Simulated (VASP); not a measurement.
# SnS (Pnma) in VASP: single point with PBEsol

Aim: the single point of SnS with PBEsol.

Everything below comes from runs of VASP 6.6.1. Logs are shortened: lines on timing, memory, paths and dates and some standing lists are left out, and cuts for length are marked.

### Step 1. The cell of the first run

Symmetry: Pnma, No. 62, orthorhombic system. Conventional cell: a = 11.097 Å, b = 4.104 Å, c = 4.232 Å, α = 90.00°, β = 90.00°, γ = 90.00°. Sn (site symmetry m) has 6 S at 2.63 to 3.32 Å and 2 Sn at 3.46 Å within 3.5 Å. Within 3.5 Å of S (site symmetry m) lie 6 Sn at 2.63 to 3.32 Å.

### Step 2. Single point, PBEsol (strain +0.0300 x Voigt [0, 1, 0, 0, 0, 0])

Input file INCAR:

```
SYSTEM = SnS
PREC = Accurate
ENCUT = 500
EDIFF = 1E-6
ISMEAR = 0
SIGMA = 0.05
LREAL = .FALSE.
LASPH = .TRUE.
NELM = 120
ALGO = Normal
ISIF = 2
LWAVE = .FALSE.
LCHARG = .TRUE.
GGA = PS
LELF = .TRUE.
LVHAR = .TRUE.
NBANDS = 50
GGA_COMPAT = .FALSE.
```

Input file KPOINTS:

```
Automatic mesh
0
G
  4 8 6
  0 0 0
```

Input file POSCAR:

```
SnS
1.0
   11.0967523774      0.0000000000      0.0000000000
    0.0000000000      4.1039404955      0.0000000000
    0.0000000000      0.0000000000      4.2315428581
Sn S
4 4
Direct
    0.1185767382      0.2500000000      0.1101694999
    0.3814232618      0.7500000000      0.6101694999
    0.6185767382      0.2500000000      0.3898305001
    0.8814232618      0.7500000000      0.8898305001
    0.8533462424      0.2500000000      0.4747534667
    0.6466537576      0.7500000000      0.9747534667
    0.3533462424      0.2500000000      0.0252465333
    0.1466537576      0.7500000000      0.5252465333
```

Potentials or basis: VASP PAW PBE potentials, release 64 (Sn_d, S).

On the command line:

```bash
> cat potpaw_PBE.64/Sn_d/POTCAR potpaw_PBE.64/S/POTCAR > POTCAR
> mpirun -np 1 vasp_std > vasp.out
```

OUTCAR:

```text
SYSTEM = SnS
   PREC = Accurate
   ENCUT = 500
   EDIFF = 1E-6
   ISMEAR = 0
   LREAL = .FALSE.
   LASPH = .TRUE.
   NELM = 120
   ISIF = 2
   GGA = PS

 ion  position               nearest neighbor table
   1  0.119  0.250  0.110-   7 2.63   8 2.72   8 2.72   8 3.23   8 3.23   4 3.46   4 3.46
   2  0.381  0.750  0.610-   8 2.63   7 2.72   7 2.72   7 3.23   7 3.23   3 3.46   3 3.46
   3  0.619  0.250  0.390-   5 2.63   6 2.72   6 2.72   6 3.23   6 3.23   2 3.46   2 3.46
   4  0.881  0.750  0.890-   6 2.63   5 2.72   5 2.72   5 3.23   5 3.23   1 3.46   1 3.46
   5  0.853  0.250  0.475-   3 2.63   4 2.72   4 2.72   4 3.23   4 3.23
   6  0.647  0.750  0.975-   4 2.63   3 2.72   3 2.72   3 3.23   3 3.23
   7  0.353  0.250  0.025-   1 2.63   2 2.72   2 2.72   2 3.23   2 3.23
   8  0.147  0.750  0.525-   2 2.63   1 2.72   1 2.72   1 3.23   1 3.23

  LATTYP: Found a simple orthorhombic cell.
 ALAT       =     4.1039404955
 B/A-ratio  =     1.0310926444
 C/A-ratio  =     2.7039262362

  Lattice vectors:

 A1 = (   0.0000000000,   4.1039404955,   0.0000000000)
 A2 = (   0.0000000000,   0.0000000000,   4.2315428581)
 A3 = (  11.0967523774,   0.0000000000,   0.0000000000)

Analysis of symmetry for initial positions (statically):
=====================================================================
 Subroutine PRICEL returns:
 Original cell was already a primitive cell.

 Routine SETGRP: Setting up the symmetry group for a
 simple orthorhombic supercell.

 Subroutine GETGRP returns: Found  8 space group operations
 (whereof  2 operations were pure point group operations)
 out of a pool of  8 trial point group operations.

The static configuration has the point symmetry S_2 .
 The point group associated with its full space group is D_2h.

Analysis of symmetry for dynamics (positions and initial velocities):
=====================================================================
 Subroutine PRICEL returns:
 Original cell was already a primitive cell.

 Routine SETGRP: Setting up the symmetry group for a
 simple orthorhombic supercell.

 Subroutine GETGRP returns: Found  8 space group operations
 (whereof  2 operations were pure point group operations)
 out of a pool of  8 trial point group operations.

The dynamic configuration has the point symmetry S_2 .
 The point group associated with its full space group is D_2h.

 Subroutine INISYM returns: Found  8 space group operations
 (whereof  2 operations are pure point group operations),
 and found     1 'primitive' translations

----------------------------------------------------------------------------------------
[... 114 lines left out ...]
   TEBEG  =    0.0;   TEEND  =   0.0 temperature during run
   PSTRESS=    0.0 pullay stress
   NELECT =      80.0000    total number of electrons
   NUPDOWN=      -1.0000    fix difference up-down
   EMIN   =  10.00;   EMAX   =-10.00  energy-range for DOS
   EFERMI =   0.00;   METHOD = LEGACY
   ISMEAR =     0;   SIGMA  =   0.05  broadening in eV -4-tet -1-fermi 0-gaus
   EFERMI_NEDOS =   21; number of points for ismear=-14 and -15
   IALGO  =     38    algorithm
   IMIX   =      4    mixing-type and parameters
     AMIX     =   0.40;   BMIX     =  1.00
     AMIX_MAG =   1.60;   BMIX_MAG =  1.00
  volume/ion in A,a.u.               =      24.09       162.56
  Fermi-wavevector in a.u.,A,eV,Ry     =   1.221255  2.307837 20.292588  1.491463
  Thomas-Fermi vector in A             =   2.356443
   LORBIT       =      0    0 simple, 1 ext, 2 COOP (PROOUT), +10 PAW based schemes
   GGA     = PS    functional components
   LHFCALC =     F    Hartree Fock is set to
   AEXX    =    0.0000 exact exchange contribution
   IVDW    =     0    specifies the selected vdW correction
   LEPSILON=     F    determine dielectric tensor
   LRPA    =     F    only Hartree local field effects (RPA)
 non-spin polarized calculation
 Gauss-broadening in eV      SIGMA  =   0.05
  energy-cutoff  :      500.00
  volume of cell :      192.71
 maximum number of plane-waves:      4924
 NGX is ok and might be reduce to    84
   NGX = 41   NGY = 15   NGZ = 15

 number of electron      79.9999987 magnetization

 Free energy of the ion-electron system (eV)
  ---------------------------------------------------
  ext. energy  EPLUGINS =         0.00000000
  ---------------------------------------------------
  free energy    TOTEN  =       -38.33788193 eV

  energy without entropy =      -38.33788193  energy(sigma->0) =      -38.33788193

 E-fermi :   6.2301     XC(G=0): -10.0737

 val. band max:        5.9883507268   @ k =   0.0000   0.0000   0.3333
 cond. band min:       7.0167553018   @ k =   0.0000   0.0000   0.0000
 fundamental gap:      1.0284045751
 Fermi energy:         6.2301484900

 k-point     1 :       0.0000    0.0000    0.0000
  band No.  band energies     occupation
      1     -15.0645      2.00000
      2     -15.0531      2.00000
      3     -15.0456      2.00000
      4     -15.0455      2.00000
      5     -15.0403      2.00000
      6     -15.0347      2.00000
[... 1261 lines left out ...]
     49      10.5420      0.00000
     50      10.5420      0.00000

 [... further k-points ...]

------------------------ aborting loop because EDIFF is reached ----------------------------------------

  FORCE on cell =-STRESS in cart. coord.  units (eV):
  Direction    XX          YY          ZZ          XY          YZ          ZX
  --------------------------------------------------------------------------------------
  -------------------------------------------------------------------------------------
  Total       -0.9078620     -3.4908696     -1.9549539      0.0000000      0.0000000      0.0000000
  in kB       -7.5480492    -29.0234151    -16.2536688      0.0000000      0.0000000      0.0000000
  external PRESSURE =     -17.6083777 kB  Pullay stress =       0.0000000 kB

 VOLUME and BASIS-vectors are now :
 -----------------------------------------------------------------------------
  energy-cutoff  :      500.00
  volume of cell :      192.71
      direct lattice vectors                 reciprocal lattice vectors
    11.096752377  0.000000000  0.000000000     0.090116456  0.000000000  0.000000000
     0.000000000  4.103940495  0.000000000     0.000000000  0.243668250  0.000000000
     0.000000000  0.000000000  4.231542858     0.000000000  0.000000000  0.236320423

 POSITION                                       TOTAL-FORCE (eV/Angst)
 -----------------------------------------------------------------------------------
      1.31582      1.02599      0.46619         0.084171      0.000000      0.075663
      4.23256      3.07796      2.58196        -0.084171     -0.000000      0.075663
      6.86419      1.02599      1.64958         0.084171      0.000000     -0.075663
      9.78094      3.07796      3.76536        -0.084171     -0.000000     -0.075663
      9.46937      1.02599      2.00894        -0.004695      0.000000      0.091180
      7.17576      3.07796      4.12471         0.004695      0.000000      0.091180
      3.92100      1.02599      0.10683        -0.004695     -0.000000     -0.091180
      1.62738      3.07796      2.22260         0.004695      0.000000     -0.091180
 -----------------------------------------------------------------------------------
    total drift:                                0.000000      0.000000      0.000000

  FREE ENERGIE OF THE ION-ELECTRON SYSTEM (eV)
  ---------------------------------------------------
  free  energy   TOTEN  =       -38.3378819250 eV

  energy  without entropy=      -38.3378819250  energy(sigma->0) =      -38.33788193
```

It took 9.3 min on 1 thread of Oxide Virtual Turin-like, shared host; peak memory 0.49 GiB.

What came out:

* Free energy: -38.3379 eV
* Pressure: -1.8 GPa
* Largest force: 0.113 eV/Å
* Band gap on the k mesh: 1.03 eV (least direct gap 1.06 eV)

Forces on the atoms (eV/Å):
```
Sn   0.084  0.000  0.076
Sn  -0.084  0.000  0.076
Sn   0.084  0.000 -0.076
Sn  -0.084  0.000 -0.076
S   -0.005  0.000  0.091
S    0.005  0.000  0.091
S   -0.005  0.000 -0.091
S    0.005  0.000 -0.091
```

Levels at points of the mesh, in eV from the valence-band top:
```
           k point  band 37  band 38  band 39  band 40  band 41  band 42  band 43  band 44
(0.00, 0.00, 0.00)    -1.81    -1.04    -0.62    -0.56     1.03     3.12     3.15     3.21
(0.50, 0.00, 0.00)    -2.05    -2.05    -0.55    -0.55     2.73     2.73     3.03     3.03
(0.00, 0.50, 0.00)    -0.81    -0.81    -0.58    -0.58     1.38     1.38     1.86     1.86
(0.50, 0.50, 0.00)    -0.79    -0.79    -0.79    -0.79     1.80     1.80     1.80     1.80
(0.00, 0.00, 0.50)    -0.78    -0.78    -0.16    -0.16     1.39     1.39     1.83     1.83
(0.50, 0.00, 0.50)    -0.61    -0.61    -0.07    -0.07     1.32     1.32     1.81     1.81
(0.00, 0.50, 0.50)    -2.34    -2.34    -1.36    -1.36     2.93     2.93     3.17     3.17
(0.50, 0.50, 0.50)    -1.52    -1.52    -1.52    -1.52     2.77     2.77     2.77     2.77
```

Caveat: the cell differs from its parent crystal (strain +0.0300 x Voigt [0, 1, 0, 0, 0, 0]); the PAW data sets were made with another functional, which shifts forces and pressure a little; spin-orbit coupling is left out, which moves the levels of the heavy elements. A k mesh can miss the band edges.
